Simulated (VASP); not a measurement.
# Ti in VASP: single point with PBEsol

Aim: the single point of Ti with PBEsol.

All numbers are computed with VASP 6.6.1; they aren't measurements. Logs are shortened: lines on timing, memory, paths and dates and some standing lists are left out, and cuts for length are marked.

**1. The cell of the first run**

The cell holds a slab with vacuum, 10 atoms: a = 2.799 Å, b = 4.515 Å, c = 26.731 Å, α = 90.00°, β = 90.00°, γ = 90.00°.

**2. Single point, PBEsol**

Input file INCAR:

```
PREC = Accurate ; ENCUT = 400
EDIFF = 1E-6 ; ISMEAR = 0
SIGMA = 0.1 ; LREAL = F
LASPH = T ; NELM = 120
ALGO = Normal ; ISIF = 2
LWAVE = F ; LCHARG = F
LDIPOL = T ; IDIPOL = 3
DIPOL = 0.5 0.5 0.500 ; GGA = PS
NBANDS = 71 ; GGA_COMPAT = F
NELMDL = -8
```

Input file KPOINTS:

```
Automatic mesh
0
Gamma
  12 8 1
```

Input file POSCAR:

```
Ti
1.0
    2.7987936497      0.0000000000      0.0000000000
    0.0000000000      4.5152900626      0.0000000000
    0.0000000000      0.0000000000     26.7310676991
Ti
10
Direct
    0.5000000000      0.0000000000      0.2831299851
    0.0000000000      0.5000000000      0.3303429810
    0.5000000000      0.0000000000      0.3776988362
    0.5000000000      0.5000000000      0.4269570514
    0.0000000000      0.0000000000      0.4767744345
    0.5000000000      0.5000000000      0.5240544882
    0.5000000000      0.0000000000      0.5720994907
    0.0000000000      0.5000000000      0.6249049011
    0.5000000000      0.0000000000      0.6700559310
    0.5000000000      0.5000000000      0.7139819008
```

Potentials or basis: VASP PAW PBE potentials, release 64 (Ti_sv).

The run is started by

```sh
$ cat potpaw_PBE.64/Ti_sv/POTCAR > POTCAR
$ mpirun -np 1 vasp_std > vasp.out
```

OUTCAR:

```text
PREC = Accurate
   ENCUT = 400
   EDIFF = 1E-6
   ISMEAR = 0
   LREAL = F
   LASPH = T
   NELM = 120
   ISIF = 2
   GGA = PS
   NELMDL = -8

 ion  position               nearest neighbor table
   1  0.500  0.000  0.283-   3 2.53
   2  0.000  0.500  0.330-
   3  0.500  0.000  0.378-   1 2.53   4 2.61   4 2.61
   4  0.500  0.500  0.427-   6 2.60   3 2.61   3 2.61
   5  0.000  0.000  0.477-   7 2.91   7 2.91
   6  0.500  0.500  0.524-   4 2.60   7 2.60   7 2.60
   7  0.500  0.000  0.572-   6 2.60   6 2.60   9 2.62   5 2.91   5 2.91
   8  0.000  0.500  0.625-  10 2.76  10 2.76   9 2.92   9 2.92   9 2.92   9 2.92
   9  0.500  0.000  0.670-  10 2.54  10 2.54   7 2.62   8 2.92   8 2.92   8 2.92   8 2.92
  10  0.500  0.500  0.714-   9 2.54   9 2.54   8 2.76   8 2.76

  LATTYP: Found a simple orthorhombic cell.
 ALAT       =     2.7987936497
 B/A-ratio  =     1.6132986664
 C/A-ratio  =     9.5509248072

  Lattice vectors:

 A1 = (   2.7987936497,   0.0000000000,   0.0000000000)
 A2 = (   0.0000000000,   4.5152900626,   0.0000000000)
 A3 = (   0.0000000000,   0.0000000000,  26.7310676991)

Analysis of symmetry for initial positions (statically):
=====================================================================
 Subroutine PRICEL returns:
 Original cell was already a primitive cell.

 Routine SETGRP: Setting up the symmetry group for a
 simple orthorhombic supercell.

 Subroutine GETGRP returns: Found  4 space group operations
 (whereof  4 operations were pure point group operations)
 out of a pool of  8 trial point group operations.

The static configuration has the point symmetry C_2v.

Analysis of symmetry for dynamics (positions and initial velocities):
=====================================================================
 Subroutine PRICEL returns:
 Original cell was already a primitive cell.

 Routine SETGRP: Setting up the symmetry group for a
 simple orthorhombic supercell.

 Subroutine GETGRP returns: Found  4 space group operations
 (whereof  4 operations were pure point group operations)
 out of a pool of  8 trial point group operations.

The dynamic configuration has the point symmetry C_2v.

 Subroutine INISYM returns: Found  4 space group operations
 (whereof  4 operations are pure point group operations),
 and found     1 'primitive' translations

----------------------------------------------------------------------------------------

                                     Primitive cell

  volume of cell :     337.8103

  direct lattice vectors                    reciprocal lattice vectors
     2.798793650  0.000000000  0.000000000     0.357296795  0.000000000  0.000000000
     0.000000000  4.515290063  0.000000000     0.000000000  0.221469714  0.000000000
     0.000000000  0.000000000 26.731067699     0.000000000  0.000000000  0.037409654

  length of vectors
     2.798793650  4.515290063 26.731067699     0.357296795  0.221469714  0.037409654

  position of ions in fractional coordinates (direct lattice)
     0.500000000  0.000000000  0.283129985
     0.000000000  0.500000000  0.330342981
     0.500000000  0.000000000  0.377698836
     0.500000000  0.500000000  0.426957051
     0.000000000  0.000000000  0.476774435
     0.500000000  0.500000000  0.524054488
     0.500000000  0.000000000  0.572099491
     0.000000000  0.500000000  0.624904901
     0.500000000  0.000000000  0.670055931
     0.500000000  0.500000000  0.713981901

  ion indices of the primitive-cell ions
   primitive index   ion index
                 1           1
                 2           2
                 3           3
                 4           4
                 5           5
                 6           6
                 7           7
                 8           8
                 9           9
                10          10

----------------------------------------------------------------------------------------

 KPOINTS: Automatic mesh

Automatic generation of k-mesh.
 Grid dimensions read from file:
 generate k-points for:   12    8    1

 Generating k-lattice:

  Cartesian coordinates                     Fractional coordinates (reciprocal lattice)
     0.029774733  0.000000000  0.000000000     0.083333333  0.000000000  0.000000000
     0.000000000  0.027683714  0.000000000     0.000000000  0.125000000  0.000000000
     0.000000000  0.000000000  0.037409654     0.000000000  0.000000000  1.000000000

  Length of vectors
     0.029774733  0.027683714  0.037409654

  Shift w.r.t. Gamma in fractional coordinates (k-lattice)
     0.000000000  0.000000000  0.000000000

 Subroutine IBZKPT returns following result:
 ===========================================

 Found     35 irreducible k-points:

 Following reciprocal coordinates:
            Coordinates               Weight
  0.000000  0.000000  0.000000      1.000000
  0.083333  0.000000  0.000000      2.000000
  0.166667  0.000000  0.000000      2.000000
  0.250000  0.000000  0.000000      2.000000
  0.333333  0.000000  0.000000      2.000000
  0.416667  0.000000  0.000000      2.000000
[... 16 lines left out ...]
  0.083333  0.375000  0.000000      4.000000
  0.166667  0.375000  0.000000      4.000000
 [... further k-points ...]
   k-points           NKPTS =     35   k-points in BZ     NKDIM =     35   number of bands    NBANDS=     71
   number of dos      NEDOS =    301   number of ions     NIONS =     10
   total plane-waves  NPLWV =  97200
   dimension x,y,z NGX =    18 NGY =   30 NGZ =  180
   dimension x,y,z NGXF=    36 NGYF=   60 NGZF=  360
   ions per type =              10
   NGX,Y,Z   is equivalent  to a cutoff of  10.69, 11.05, 11.19 a.u.
   NGXF,Y,Z  is equivalent  to a cutoff of  21.38, 22.09, 22.39 a.u.
 SYSTEM =  unknown system
   PREC   = accura    normal or accurate (medium, high low for compatibility)
   ISTART =      0    job   : 0-new  1-cont  2-samecut
   ICHARG =      2    charge: 1-file 2-atom 10-const
   ISPIN  =      1    spin polarized calculation?
   LNONCOLLINEAR =      F non collinear calculations
   LSORBIT =      F    spin-orbit coupling
   LASPH  =      T    aspherical Exc in radial PAW
   ENCUT  =  400.0 eV  29.40 Ry    5.42 a.u.   4.56  7.36 43.59*2*pi/ulx,y,z
   NELM   =    120;   NELMIN=  2; NELMDL= -8     # of ELM steps
   EDIFF  = 0.1E-05   stopping-criterion for ELM
   LREAL  =      F    real-space projection
   EDIFFG = 0.1E-04   stopping-criterion for IOM
   NSW    =      0    number of steps for IOM
   IBRION =     -1    ionic relax: 0-MD 1-quasi-New 2-CG
   NFREE  =      0    steps in history (QN), initial steepest desc. (CG)
   ISIF   =      2    stress and relaxation
   ISYM   =      2    0-nonsym 1-usesym 2-fastsym
   POTIM  = 0.5000    time-step for ionic-motion
   TEBEG  =    0.0;   TEEND  =   0.0 temperature during run
   PSTRESS=    0.0 pullay stress
   NELECT =     120.0000    total number of electrons
   NUPDOWN=      -1.0000    fix difference up-down
   EMIN   =  10.00;   EMAX   =-10.00  energy-range for DOS
   EFERMI =   0.00;   METHOD = LEGACY
   ISMEAR =     0;   SIGMA  =   0.10  broadening in eV -4-tet -1-fermi 0-gaus
   EFERMI_NEDOS =   21; number of points for ismear=-14 and -15
   IALGO  =     38    algorithm
   IMIX   =      4    mixing-type and parameters
     AMIX     =   0.40;   BMIX     =  1.00
     AMIX_MAG =   1.60;   BMIX_MAG =  1.00
  volume/ion in A,a.u.               =      33.78       227.97
  Fermi-wavevector in a.u.,A,eV,Ry     =   1.159429  2.191004 18.289992  1.344276
  Thomas-Fermi vector in A             =   2.296022
   LORBIT       =      0    0 simple, 1 ext, 2 COOP (PROOUT), +10 PAW based schemes
   GGA     = PS    functional components
   LHFCALC =     F    Hartree Fock is set to
   AEXX    =    0.0000 exact exchange contribution
   IVDW    =     0    specifies the selected vdW correction
   LEPSILON=     F    determine dielectric tensor
   LRPA    =     F    only Hartree local field effects (RPA)
 non-spin polarized calculation
 Gauss-broadening in eV      SIGMA  =   0.10
  energy-cutoff  :      400.00
  volume of cell :      337.81
 maximum number of plane-waves:      6209
   NGX =  9   NGY = 15   NGZ = 87

 dipolmoment           0.000000      0.000000     -0.008747 electrons x Angstroem

 number of electron     120.0000011 magnetization

 dipolmoment           0.000000      0.000000      0.003462 electrons x Angstroem

 Free energy of the ion-electron system (eV)
  ---------------------------------------------------
  ext. energy  EPLUGINS =         0.00000000
  ---------------------------------------------------
  free energy    TOTEN  =       -79.51425719 eV

  energy without entropy =      -79.45008525  energy(sigma->0) =      -79.48217122

 E-fermi :   2.4943     XC(G=0):  -6.6102

 val. band max:        2.4891424819   @ k =   0.3333   0.3750   0.0000
 cond. band min:       2.4970299843   @ k =   0.0833   0.3750   0.0000
 fundamental gap:      0.0078875024
 Fermi energy:         2.4943473469

 k-point     1 :       0.0000    0.0000    0.0000
  band No.  band energies     occupation
      1     -54.1508      2.00000
      2     -54.0992      2.00000
      3     -54.0285      2.00000
      4     -53.9978      2.00000
      5     -53.9161      2.00000
      6     -53.7843      2.00000
[... 63 lines left out ...]
     70       3.5162      0.00000
     71       3.6076      0.00000

 k-point     2 :       0.0833    0.0000    0.0000
  band No.  band energies     occupation
      1     -54.1458      2.00000
      2     -54.0940      2.00000
      3     -54.0233      2.00000
      4     -53.9939      2.00000
      5     -53.9119      2.00000
      6     -53.7810      2.00000
[... 63 lines left out ...]
     70       3.4544      0.00000
     71       3.4849      0.00000

 k-point     3 :       0.1667    0.0000    0.0000
  band No.  band energies     occupation
      1     -54.1323      2.00000
      2     -54.0800      2.00000
      3     -54.0094      2.00000
      4     -53.9834      2.00000
      5     -53.9006      2.00000
      6     -53.7717      2.00000
[... 1543 lines left out ...]
     70       3.2371      0.00000
     71       3.4312      0.00000

 k-point    24 :       0.1667    0.3750    0.0000
  band No.  band energies     occupation
      1     -54.1249      2.00000
      2     -54.0601      2.00000
      3     -54.0018      2.00000
      4     -53.9883      2.00000
      5     -53.8961      2.00000
      6     -53.7486      2.00000
[... 63 lines left out ...]
     70       3.2644      0.00000
     71       3.3370      0.00000

 [... further k-points ...]

------------------------ aborting loop because EDIFF is reached ----------------------------------------

 vacuum level on the upper side and lower side of the slab       (xc-potential included)        -0.206        -0.250

  FORCE on cell =-STRESS in cart. coord.  units (eV):
  Direction    XX          YY          ZZ          XY          YZ          ZX
  --------------------------------------------------------------------------------------
  -------------------------------------------------------------------------------------
  Total       -3.8011416     -4.9644291     -1.0828571      0.0000000      0.0000000      0.0000000
  in kB      -18.0281761    -23.5454533     -5.1358093      0.0000000      0.0000000      0.0000000
  external PRESSURE =     -15.5698129 kB  Pullay stress =       0.0000000 kB

 VOLUME and BASIS-vectors are now :
 -----------------------------------------------------------------------------
  energy-cutoff  :      400.00
  volume of cell :      337.81
      direct lattice vectors                 reciprocal lattice vectors
     2.798793650  0.000000000  0.000000000     0.357296795  0.000000000  0.000000000
     0.000000000  4.515290063  0.000000000     0.000000000  0.221469714  0.000000000
     0.000000000  0.000000000 26.731067699     0.000000000  0.000000000  0.037409654

 POSITION                                       TOTAL-FORCE (eV/Angst)
 -----------------------------------------------------------------------------------
      1.39940      0.00000      7.56837         0.000000      0.000000      0.009883
      0.00000      2.25765      8.83042         0.000000      0.000000      0.010999
      1.39940      0.00000     10.09629         0.000000      0.000000     -0.019913
      1.39940      2.25765     11.41302         0.000000      0.000000     -0.000109
      0.00000      0.00000     12.74469         0.000000      0.000000      0.011057
      1.39940      2.25765     14.00854         0.000000      0.000000     -0.006225
      1.39940      0.00000     15.29283         0.000000      0.000000     -0.012559
      0.00000      2.25765     16.70438         0.000000      0.000000      0.006139
      1.39940      0.00000     17.91131         0.000000      0.000000      0.002127
      1.39940      2.25765     19.08550         0.000000      0.000000     -0.001398
 -----------------------------------------------------------------------------------
    total drift:                                0.000000      0.000000     -0.000602

  FREE ENERGIE OF THE ION-ELECTRON SYSTEM (eV)
  ---------------------------------------------------
  free  energy   TOTEN  =       -79.5142571928 eV

  energy  without entropy=      -79.4500852488  energy(sigma->0) =      -79.48217122

 vacuum level on the upper side and lower side of the slab         5.855         5.808
```

It took 20 min on 1 thread of Oxide Virtual Turin-like, shared host; peak memory 0.51 GiB.

What came out:

| Quantity | Value |
| --- | --- |
| Free energy | -79.5143 eV |
| Largest force | 0.020 eV/Å |
| Band gap on the k mesh | zero (bands 60 and 61 overlap by 0.20 eV) |

Forces in eV/Å, atoms in the order of the input:
```
Ti   0.000  0.000  0.010
Ti   0.000  0.000  0.011
Ti   0.000  0.000 -0.020
Ti   0.000  0.000  0.000
Ti   0.000  0.000  0.011
Ti   0.000  0.000 -0.006
Ti   0.000  0.000 -0.013
Ti   0.000  0.000  0.006
Ti   0.000  0.000  0.002
Ti   0.000  0.000 -0.001
```

Levels at points of the mesh, in eV from the Fermi level:
| k point | band 56 | band 57 | band 58 | band 59 | band 60 | band 61 | band 62 | band 63 | band 64 | band 65 |
| --- | --- | --- | --- | --- | --- | --- | --- | --- | --- | --- |
| (0.00, 0.00, 0.00) | -0.51 | -0.44 | -0.34 | -0.10 | -0.07 | 0.11 | 0.18 | 0.29 | 0.36 | 0.56 |
| (0.50, 0.00, 0.00) | -0.88 | -0.77 | -0.72 | -0.44 | -0.01 | 0.14 | 0.32 | 0.49 | 0.60 | 0.88 |
| (0.00, 0.50, 0.00) | -0.44 | -0.39 | -0.31 | -0.15 | -0.13 | 0.16 | 0.18 | 0.35 | 0.38 | 0.46 |
| (0.50, 0.50, 0.00) | -0.76 | -0.75 | -0.57 | -0.26 | -0.07 | 0.10 | 0.34 | 0.54 | 0.61 | 0.67 |

Caveat: the PAW data sets were made with another functional, which shifts forces and pressure a little.
